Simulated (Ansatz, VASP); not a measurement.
GaN in VASP and in Ansatz

```
Ga N
1.0
     3.18000    0.00000    0.00000
    -1.59000    2.75396    0.00000
     0.00000    0.00000    5.16600
Ga N
2 2
Cartesian
  1.5900 0.9180 2.5830
  0.0000 1.8360 0.0000
  1.5900 0.9180 4.5203
  0.0000 1.8360 1.9373
```

Alike in both runs: functional b88 exchange, pbe correlation; k mesh 10 × 10 × 5; occupations fermi-dirac, width 0.05 eV; no spin polarisation.

|  | VASP | Ansatz |
| --- | --- | --- |
| version | VASP 6.6.1 | Ansatz 0.2.0 |
| potentials or method | VASP PAW PBE potentials, release 64 (Ga_d, N) | Ansatz PAW |
| plane-wave cutoff (eV) | 600 | 420 |
| valence electrons in the cell | 36 | 36 |
| task | single point | band structure |

|  | VASP | Ansatz | Ansatz less VASP |
| --- | --- | --- | --- |
| gap on the k mesh at the Fermi level (eV) | 1.97 | 1.96 | -0.020 |
| least direct gap on the mesh (eV) | 1.97 | 1.96 | -0.020 |
| pressure (GPa) | 6.8 | 6.9 | +0.07 |
| traceless stress, the component that is largest in VASP (GPa) | 1.45 | 1.44 | -0.009 |
| rms of the force components (eV/Å) | 0.078 | 0.078 | +0.0009 |

VASP's potentials were made for PBE, not for b88 exchange, pbe correlation. Atom by atom the forces differ by 0.001 eV/Å (rms over components).
